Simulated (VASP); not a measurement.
The system is Ti4N3O.

```
Ti N O
1.0
     4.25450    0.00000    0.00000
     0.00000    4.25450    0.00000
     0.00000    0.00000    4.25450
Ti N O
4 3 1
Direct
  0.00000 0.00000 0.00000
  0.50000 0.00000 0.50000
  0.00000 0.50000 0.50000
  0.50000 0.50000 0.00000
  0.00000 0.50000 0.00000
  0.50000 0.00000 0.00000
  0.00000 0.00000 0.50000
  0.50000 0.50000 0.50000
```

Base run:

- Program: VASP 6.6.1
- Functional: PBE
- Potentials or basis: VASP PAW PBE potentials, release 64 (Ti_sv, N, O)
- Cutoff: 520 eV
- k mesh: 10 × 10 × 10
- Occupations: gaussian, width 0.1 eV
- Spin: no spin polarisation

Its results: band gap on the k mesh zero (an odd number of electrons rules out a gap without spin polarisation); pressure 0.5 GPa.

The run is repeated on the same cell with these changes: k mesh from 10 × 10 × 10 to 4 × 4 × 4. What comes out?

Band gap on the k mesh zero (an odd number of electrons rules out a gap without spin polarisation); pressure 0.0 GPa.

Caveats: some runs use coarse meshes; an odd number of electrons without spin polarisation forces a metal; a magnetic or distorted state may lie lower.
